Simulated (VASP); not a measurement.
# NiO (Fm-3m) in VASP: notebook

The runs below take NiO through density of states, with LDA, PBEsol.

Everything below comes from runs of VASP 6.6.1. Logs are shortened: lines on timing, memory, paths and dates and some standing lists are left out, and cuts for length are marked.

## Step 1: The cell of the first run

It takes space group Fm-3m (No. 225, cubic). Conventional cell: a = 4.183 Å, b = 4.183 Å, c = 4.183 Å, α = 90.00°, β = 90.00°, γ = 90.00°. Within 2.8 Å of Ni (site symmetry m-3m) lie 6 O at 2.09 Å. O (site symmetry m-3m) has 6 Ni at 2.09 Å within 2.8 Å.

## Step 2: Density of states, LDA, collinear spin, ferromagnetic start

Input file POSCAR:

```
NiO
1.0
    0.0000000000      2.0913095100      2.0913095100
    2.0913095100      0.0000000000      2.0913095100
    2.0913095100      2.0913095100      0.0000000000
Ni O
1 1
Direct
    0.0000000000      0.0000000000      0.0000000000
    0.5000000000      0.5000000000      0.5000000000
```

Input file INCAR.step1:

```
SYSTEM = NiO
PREC = Accurate
ENCUT = 520
EDIFF = 1E-6
ISMEAR = -1
SIGMA = 0.05
LREAL = .False.
LASPH = .True.
NELM = 150
ALGO = Normal
ISIF = 2
LWAVE = .False.
LCHARG = .True.
ISPIN = 2
MAGMOM = 1 0
LMAXMIX = 4
NBANDS = 19
```

Input file KPOINTS.step1:

```
Automatic mesh
0
Gamma
  6 6 6
  0 0 0
```

Input file INCAR.step2:

```
SYSTEM = NiO
PREC = Accurate
ENCUT = 520
EDIFF = 1E-6
ISMEAR = -5
SIGMA = 0.05
LREAL = .False.
LASPH = .True.
NELM = 150
ALGO = Normal
ISIF = 2
LWAVE = .False.
LCHARG = .False.
ISPIN = 2
MAGMOM = 1 0
LORBIT = 11
LMAXMIX = 4
NEDOS = 1001
ICHARG = 11
```

Input file KPOINTS.step2:

```
Automatic mesh
0
Gamma
  9 9 9
  0 0 0
```

Potentials or basis: VASP PAW LDA potentials, release 64 (Ni, O).

Command:

```sh
cat potpaw_LDA.64/Ni/POTCAR potpaw_LDA.64/O/POTCAR > POTCAR
cp INCAR.step1 INCAR
cp KPOINTS.step1 KPOINTS
mpirun -np 1 vasp_std > vasp.out
cp INCAR.step2 INCAR
cp KPOINTS.step2 KPOINTS
mpirun -np 1 vasp_std > vasp.out
```

OUTCAR:

```text
SYSTEM = NiO
   PREC = Accurate
   ENCUT = 520
   EDIFF = 1E-6
   ISMEAR = -5
   LREAL = .False.
   LASPH = .True.
   NELM = 150
   ISIF = 2
   ISPIN = 2
   LORBIT = 11
   ICHARG = 11

 ion  position               nearest neighbor table
   1  0.000  0.000  0.000-   2 2.09   2 2.09   2 2.09   2 2.09   2 2.09   2 2.09
   2  0.500  0.500  0.500-   1 2.09   1 2.09   1 2.09   1 2.09   1 2.09   1 2.09

  LATTYP: Found a face centered cubic cell.
 ALAT       =     4.1826190200

  Lattice vectors:

 A1 = (   0.0000000000,   2.0913095100,   2.0913095100)
 A2 = (   2.0913095100,   0.0000000000,   2.0913095100)
 A3 = (   2.0913095100,   2.0913095100,   0.0000000000)

Analysis of symmetry for initial positions (statically):
=====================================================================
 Subroutine PRICEL returns:
 Original cell was already a primitive cell.

 Routine SETGRP: Setting up the symmetry group for a
 face centered cubic supercell.

 Subroutine GETGRP returns: Found 48 space group operations
 (whereof 48 operations were pure point group operations)
 out of a pool of 48 trial point group operations.

The static configuration has the point symmetry O_h .

Analysis of symmetry for dynamics (positions and initial velocities):
=====================================================================
 Subroutine PRICEL returns:
 Original cell was already a primitive cell.

 Routine SETGRP: Setting up the symmetry group for a
 face centered cubic supercell.

 Subroutine GETGRP returns: Found 48 space group operations
 (whereof 48 operations were pure point group operations)
 out of a pool of 48 trial point group operations.

The dynamic configuration has the point symmetry O_h .

Analysis of structural, dynamic, and magnetic symmetry:
=====================================================================
 Subroutine PRICEL returns:
 Original cell was already a primitive cell.

 Routine SETGRP: Setting up the symmetry group for a
 face centered cubic supercell.

 Subroutine GETGRP returns: Found 48 space group operations
 (whereof 48 operations were pure point group operations)
 out of a pool of 48 trial point group operations.

The overall configuration has the point symmetry O_h .

 Subroutine INISYM returns: Found 48 space group operations
 (whereof 48 operations are pure point group operations),
 and found     1 'primitive' translations

----------------------------------------------------------------------------------------

                                     Primitive cell

  volume of cell :      18.2930

  direct lattice vectors                    reciprocal lattice vectors
     0.000000000  2.091309510  2.091309510    -0.239084649  0.239084649  0.239084649
     2.091309510  0.000000000  2.091309510     0.239084649 -0.239084649  0.239084649
     2.091309510  2.091309510  0.000000000     0.239084649  0.239084649 -0.239084649

  length of vectors
     2.957558272  2.957558272  2.957558272     0.414106759  0.414106759  0.414106759

  position of ions in fractional coordinates (direct lattice)
     0.000000000  0.000000000  0.000000000
     0.500000000  0.500000000  0.500000000

  ion indices of the primitive-cell ions
   primitive index   ion index
                 1           1
                 2           2

----------------------------------------------------------------------------------------

 KPOINTS: Automatic mesh

Automatic generation of k-mesh.
 Grid dimensions read from file:
 generate k-points for:    9    9    9

 Generating k-lattice:

  Cartesian coordinates                     Fractional coordinates (reciprocal lattice)
    -0.026564961  0.026564961  0.026564961     0.111111111  0.000000000  0.000000000
     0.026564961 -0.026564961  0.026564961     0.000000000  0.111111111  0.000000000
     0.026564961  0.026564961 -0.026564961     0.000000000  0.000000000  0.111111111

  Length of vectors
     0.046011862  0.046011862  0.046011862

  Shift w.r.t. Gamma in fractional coordinates (k-lattice)
     0.000000000  0.000000000  0.000000000

 TETIRR: Found    115 inequivalent tetrahedra from     4374

 Subroutine IBZKPT returns following result:
 ===========================================

 Found     35 irreducible k-points:

 Following reciprocal coordinates:
            Coordinates               Weight
  0.000000  0.000000  0.000000      1.000000
  0.111111  0.000000  0.000000      8.000000
  0.222222  0.000000  0.000000      8.000000
  0.333333  0.000000  0.000000      8.000000
  0.444444  0.000000  0.000000      8.000000
  0.111111  0.111111  0.000000      6.000000
[... 16 lines left out ...]
 -0.333333  0.333333  0.000000     12.000000
  0.444444  0.444444  0.000000      6.000000
 [... further k-points ...]
   k-points           NKPTS =     35   k-points in BZ     NKDIM =     35   number of bands    NBANDS=     13
   number of dos      NEDOS =   1001   number of ions     NIONS =      2
   total plane-waves  NPLWV =  13824
   dimension x,y,z NGX =    24 NGY =   24 NGZ =   24
   dimension x,y,z NGXF=    48 NGYF=   48 NGZF=   48
   ions per type =               1   1
   NGX,Y,Z   is equivalent  to a cutoff of  13.49, 13.49, 13.49 a.u.
   NGXF,Y,Z  is equivalent  to a cutoff of  26.98, 26.98, 26.98 a.u.
 SYSTEM =  NiO
   PREC   = accura    normal or accurate (medium, high low for compatibility)
   ISTART =      0    job   : 0-new  1-cont  2-samecut
   ICHARG =     11    charge: 1-file 2-atom 10-const
   ISPIN  =      2    spin polarized calculation?
   LNONCOLLINEAR =      F non collinear calculations
   LSORBIT =      F    spin-orbit coupling
   LASPH  =      T    aspherical Exc in radial PAW
   ENCUT  =  520.0 eV  38.22 Ry    6.18 a.u.   5.50  5.50  5.50*2*pi/ulx,y,z
   NELM   =    150;   NELMIN=  2; NELMDL=  0     # of ELM steps
   EDIFF  = 0.1E-05   stopping-criterion for ELM
   LREAL  =      F    real-space projection
   EDIFFG = 0.1E-04   stopping-criterion for IOM
   NSW    =      0    number of steps for IOM
   IBRION =     -1    ionic relax: 0-MD 1-quasi-New 2-CG
   NFREE  =      0    steps in history (QN), initial steepest desc. (CG)
   ISIF   =      2    stress and relaxation
   ISYM   =      2    0-nonsym 1-usesym 2-fastsym
   POTIM  = 0.5000    time-step for ionic-motion
   TEBEG  =    0.0;   TEEND  =   0.0 temperature during run
   PSTRESS=    0.0 pullay stress
   NELECT =      16.0000    total number of electrons
   NUPDOWN=      -1.0000    fix difference up-down
   EMIN   =  10.00;   EMAX   =-10.00  energy-range for DOS
   EFERMI =   0.00;   METHOD = LEGACY
   ISMEAR =    -5;   SIGMA  =   0.05  broadening in eV -4-tet -1-fermi 0-gaus
   EFERMI_NEDOS =   21; number of points for ismear=-14 and -15
   IALGO  =     38    algorithm
   IMIX   =      4    mixing-type and parameters
     AMIX     =   0.40;   BMIX     =  1.00
     AMIX_MAG =   1.60;   BMIX_MAG =  1.00
  volume/ion in A,a.u.               =       9.15        61.72
  Fermi-wavevector in a.u.,A,eV,Ry     =   1.565621  2.958594 33.350161  2.451168
  Thomas-Fermi vector in A             =   2.668070
   LORBIT       =     11    0 simple, 1 ext, 2 COOP (PROOUT), +10 PAW based schemes
   GGA     = CA    functional components
   LHFCALC =     F    Hartree Fock is set to
   AEXX    =    0.0000 exact exchange contribution
   IVDW    =     0    specifies the selected vdW correction
   LEPSILON=     F    determine dielectric tensor
   LRPA    =     F    only Hartree local field effects (RPA)
 spin polarized calculation
 Fermi weights with tetrahedron method with Bloechl corrections
  energy-cutoff  :      520.00
  volume of cell :       18.29
 maximum number of plane-waves:       531
 NGX is ok and might be reduce to    24

 number of electron      16.0000005 magnetization      -0.0002517

 Free energy of the ion-electron system (eV)
  ---------------------------------------------------
  ext. energy  EPLUGINS =         0.00000000
  ---------------------------------------------------
  free energy    TOTEN  =       -13.26644059 eV

  energy without entropy =      -13.26644059  energy(sigma->0) =      -13.26644059

 E-fermi :   7.4226     XC(G=0): -13.1468

 val. band max:        7.4513119232   @ k =   0.3333   0.1111   0.0000
 cond. band min:       7.3801950615   @ k =   0.2222   0.0000   0.0000
 fundamental gap:     -0.0711168617
 Fermi energy:         7.4225551623

 spin component 1

 k-point     1 :       0.0000    0.0000    0.0000
  band No.  band energies     occupation
      1     -12.6673      1.00000
      2       4.3700      1.00000
      3       4.3700      1.00000
      4       4.3700      1.00000
      5       5.6533      1.00000
      6       5.6533      1.00000
      7       5.6533      1.00000
      8       5.8384      1.00000
      9       5.8384      1.00000
     10       9.1097      0.00000
     11      25.1844      0.00000
     12      26.4364      0.00000
     13      26.4364      0.00000

 k-point     2 :       0.1111    0.0000    0.0000
  band No.  band energies     occupation
      1     -12.5263      1.00000
      2       3.4027      1.00000
      3       3.8126      1.00000
      4       3.8126      1.00000
      5       5.7592      1.00000
      6       5.7592      1.00000
      7       5.8839      1.00000
      8       6.4339      1.00000
      9       6.4339      1.00000
     10       9.8960      0.00000
     11      22.9287      0.00000
     12      25.9107      0.00000
     13      25.9107      0.00000
[... 321 lines left out ...]
 k-point    23 :      -0.3333    0.3333    0.0000
  band No.  band energies     occupation
      1     -11.1284      1.00000
      2       0.6547      1.00000
      3       1.2009      1.00000
      4       2.2422      1.00000
      5       6.1080      1.00000
      6       6.5224      1.00000
      7       6.8104      1.00000
      8       6.9685      1.01653
      9       8.0198     -0.07537
     10      16.2462      0.00000
     11      16.6758      0.00000
     12      17.9269      0.00000
     13      22.8408      0.00000

 k-point    24 :       0.4444    0.4444    0.0000
  band No.  band energies     occupation
      1     -11.2305      1.00000
      2       0.4902      1.00000
      3       3.0996      1.00000
      4       3.0996      1.00000
      5       4.6944      1.00000
      6       6.2197      1.00000
      7       6.7710      1.00000
      8       6.7710      1.00000
      9       6.8468      1.00000
     10      13.7929      0.00000
     11      17.8695      0.00000
     12      19.9303      0.00000
     13      23.8990      0.00000

 [... further k-points ...]

 spin component 2

 k-point     1 :       0.0000    0.0000    0.0000
  band No.  band energies     occupation
      1     -12.6673      1.00000
      2       4.3700      1.00000
      3       4.3700      1.00000
      4       4.3700      1.00000
      5       5.6531      1.00000
      6       5.6531      1.00000
      7       5.6531      1.00000
      8       5.8380      1.00000
      9       5.8380      1.00000
     10       9.1096      0.00000
     11      25.1845      0.00000
     12      26.4364      0.00000
     13      26.4364      0.00000

 k-point     2 :       0.1111    0.0000    0.0000
  band No.  band energies     occupation
      1     -12.5263      1.00000
      2       3.4026      1.00000
      3       3.8126      1.00000
      4       3.8126      1.00000
      5       5.7590      1.00000
      6       5.7590      1.00000
      7       5.8837      1.00000
      8       6.4336      1.00000
      9       6.4336      1.00000
     10       9.8959      0.00000
     11      22.9287      0.00000
     12      25.9107      0.00000
     13      25.9107      0.00000
[... 321 lines left out ...]
 k-point    23 :      -0.3333    0.3333    0.0000
  band No.  band energies     occupation
      1     -11.1284      1.00000
      2       0.6547      1.00000
      3       1.2009      1.00000
      4       2.2421      1.00000
      5       6.1078      1.00000
      6       6.5221      1.00000
      7       6.8102      1.00000
      8       6.9682      1.01648
      9       8.0195     -0.07533
     10      16.2461      0.00000
     11      16.6758      0.00000
     12      17.9269      0.00000
     13      22.8407      0.00000

 k-point    24 :       0.4444    0.4444    0.0000
  band No.  band energies     occupation
      1     -11.2305      1.00000
      2       0.4902      1.00000
      3       3.0996      1.00000
      4       3.0996      1.00000
      5       4.6942      1.00000
      6       6.2193      1.00000
      7       6.7708      1.00000
      8       6.7708      1.00000
      9       6.8464      1.00000
     10      13.7928      0.00000
     11      17.8695      0.00000
     12      19.9303      0.00000
     13      23.8989      0.00000

 [... further k-points ...]
[... 5 lines left out ...]
  --------------------------------------------------------------------------------------
  -------------------------------------------------------------------------------------
  Total       -2.7217126     -2.7217126     -2.7217126      0.0000000      0.0000000     -0.0000000
  in kB     -238.3789572   -238.3789572   -238.3789572      0.0000000      0.0000000     -0.0000000
  external PRESSURE =    -238.3789572 kB  Pullay stress =       0.0000000 kB

 VOLUME and BASIS-vectors are now :
 -----------------------------------------------------------------------------
  energy-cutoff  :      520.00
  volume of cell :       18.29
      direct lattice vectors                 reciprocal lattice vectors
     0.000000000  2.091309510  2.091309510    -0.239084649  0.239084649  0.239084649
     2.091309510  0.000000000  2.091309510     0.239084649 -0.239084649  0.239084649
     2.091309510  2.091309510  0.000000000     0.239084649  0.239084649 -0.239084649

 POSITION                                       TOTAL-FORCE (eV/Angst)
 -----------------------------------------------------------------------------------
      0.00000      0.00000      0.00000         0.000000      0.000000     -0.000000
      2.09131      2.09131      2.09131         0.000000      0.000000      0.000000
 -----------------------------------------------------------------------------------
    total drift:                                0.000000     -0.000000     -0.000000

  FREE ENERGIE OF THE ION-ELECTRON SYSTEM (eV)
  ---------------------------------------------------
  free  energy   TOTEN  =       -13.2664405933 eV

  energy  without entropy=      -13.2664405933  energy(sigma->0) =      -13.26644059

 total charge

# of ion       s       p       d       tot
------------------------------------------
    1        0.328   0.390   8.352   9.070
    2        1.562   3.334   0.000   4.896
--------------------------------------------------
tot          1.890   3.725   8.352  13.966

 magnetization (x)

# of ion       s       p       d       tot
------------------------------------------
    1       -0.000  -0.000  -0.000  -0.000
    2       -0.000  -0.000   0.000  -0.000
--------------------------------------------------
tot         -0.000  -0.000  -0.000  -0.000
```

It took 12 s on 1 thread of Intel Xeon Platinum 8559C (Emerald Rapids), shared host; peak memory 0.13 GiB.

Results:

```yaml
Net_moment: 0.00 μB per cell
Valence_electrons_inside_the_program's_atomic_spheres: Ni 9.07; O 4.90
```

Levels at points of the mesh, in eV from the Fermi level:
Spin up:
```
           k point  band 5  band 6  band 7  band 8  band 9  band 10  band 11  band 12
(0.00, 0.00, 0.00)   -1.77   -1.77   -1.77   -1.58   -1.58     1.69    17.76    19.01
```
Spin down:
| k point | band 4 | band 5 | band 6 | band 7 | band 8 | band 9 | band 10 | band 11 | band 12 | band 13 |
| --- | --- | --- | --- | --- | --- | --- | --- | --- | --- | --- |
| (0.00, 0.00, 0.00) | -3.05 | -1.77 | -1.77 | -1.77 | -1.58 | -1.58 | 1.69 | 17.76 | 19.01 | 19.01 |

Caveat: the k points lie up to 0.43 Å⁻¹ apart; semilocal functionals often make such compounds metallic where correlation or magnetic order opens a gap, which also shifts bond lengths; tetrahedron occupations give inexact forces and stress in metals.

## Step 3: Density of states, PBEsol, collinear spin, ferromagnetic start

POSCAR is that of step 2.

Input file INCAR.step1:

```
SYSTEM = NiO
PREC = Accurate ; ENCUT = 520
EDIFF = 1E-6 ; ISMEAR = -1
SIGMA = 0.05 ; LREAL = .FALSE.
LASPH = .TRUE. ; NELM = 150
ALGO = Normal ; ISIF = 2
LWAVE = .FALSE. ; LCHARG = .TRUE.
ISPIN = 2 ; MAGMOM = 1 0
LMAXMIX = 4 ; GGA = PS
NBANDS = 19
```

Input file KPOINTS.step1:

```
Automatic mesh
0
G
  6 6 6
  0 0 0
```

Input file INCAR.step2:

```
SYSTEM = NiO
PREC = Accurate ; ENCUT = 520
EDIFF = 1E-6 ; ISMEAR = -5
SIGMA = 0.05 ; LREAL = .FALSE.
LASPH = .TRUE. ; NELM = 150
ALGO = Normal ; ISIF = 2
LWAVE = .FALSE. ; LCHARG = .FALSE.
ISPIN = 2 ; MAGMOM = 1 0
LORBIT = 11 ; LMAXMIX = 4
GGA = PS ; NBANDS = 19
NEDOS = 2001 ; ICHARG = 11
```

Input file KPOINTS.step2:

```
Automatic mesh
0
G
  9 9 9
  0 0 0
```

Potentials or basis: VASP PAW PBE potentials, release 64 (Ni, O).

Command:

```sh
cat potpaw_PBE.64/Ni/POTCAR potpaw_PBE.64/O/POTCAR > POTCAR
cp INCAR.step1 INCAR
cp KPOINTS.step1 KPOINTS
mpirun -np 1 vasp_std > vasp.out
cp INCAR.step2 INCAR
cp KPOINTS.step2 KPOINTS
mpirun -np 1 vasp_std > vasp.out
```

Wall time 19 s (1 thread of Intel Xeon Platinum 8559C (Emerald Rapids), shared host); peak memory 0.15 GiB.

The run converged. Its results:

```
Net moment                                            : 0.87 μB per cell
Site moments                                          : Ni +0.84; O +0.13 μB
Valence electrons inside the program's atomic spheres : Ni 9.04; O 4.92
```

Levels at points of the mesh, in eV from the Fermi level:
Spin up:
```
           k point  band 7  band 8  band 9  band 10  band 11  band 12
(0.00, 0.00, 0.00)   -2.15   -2.15   -2.15     1.48    17.62    18.85
```
Spin down:
```tsv
k point	band 5	band 6	band 7	band 8	band 9	band 10	band 11	band 12
(0.00, 0.00, 0.00)	-1.69	-1.69	-1.69	-1.07	-1.07	1.64	17.61	18.98
```

Caveat: the k points lie up to 0.43 Å⁻¹ apart; the PAW data sets were made with another functional, which shifts forces and pressure a little; a cell with one magnetic atom can't hold antiferromagnetic order, which such compounds often take; semilocal functionals often make such compounds metallic where correlation or magnetic order opens a gap, which also shifts bond lengths; tetrahedron occupations give inexact forces and stress in metals.
